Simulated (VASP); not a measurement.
A run of VASP 6.6.1 is set up as follows.

The input INCAR:

```
PREC = Accurate
ENCUT = 520
EDIFF = 1E-6
ISMEAR = 0
SIGMA = 0.1
LREAL = F
LASPH = T
NELM = 60
ALGO = Normal
ISIF = 2
LWAVE = F
LCHARG = F
GGA = PE
NBANDS = 34
```

KPOINTS

```
Automatic mesh
0
Gamma
  3 3 6
```

The input POSCAR:

```
Ca4AlO
1.0
    8.6911486986      0.0000000000      0.0000000000
   -4.3455743493      7.5267555611      0.0000000000
    0.0000000000      0.0000000000      3.3102468625
Ca Al O
4 1 1
Direct
    0.3333333333      0.6666666667      0.0000000000
    0.1219363975      0.2438727951      0.5000000000
    0.7561272049      0.8780636025      0.5000000000
    0.1219363975      0.8780636025      0.5000000000
    0.6666666667      0.3333333333      0.0000000000
    0.0000000000      0.0000000000      0.0000000000
```

Potentials or basis: VASP PAW PBE potentials, release 64 (Ca_sv, Al, O).

Launch:

```console
$ cat potpaw_PBE.64/Ca_sv/POTCAR potpaw_PBE.64/Al/POTCAR potpaw_PBE.64/O/POTCAR > POTCAR
$ mpirun -np 1 vasp_std > vasp.out
```

Task: What does it give for the largest force?

Result: 0.032 eV/Å.

Task: Estimate the band gap on the k mesh.

Result: Zero (an odd number of electrons rules out a gap without spin polarisation).

Forces on the atoms (eV/Å):
```
Ca   0.000  0.000  0.000
Ca   0.000  0.032  0.000
Ca  -0.028 -0.016  0.000
Ca   0.028 -0.016  0.000
Al   0.000  0.000  0.000
O    0.000  0.000  0.000
```

Caveat: an odd number of electrons without spin polarisation forces a metal; a magnetic or distorted state may lie lower.
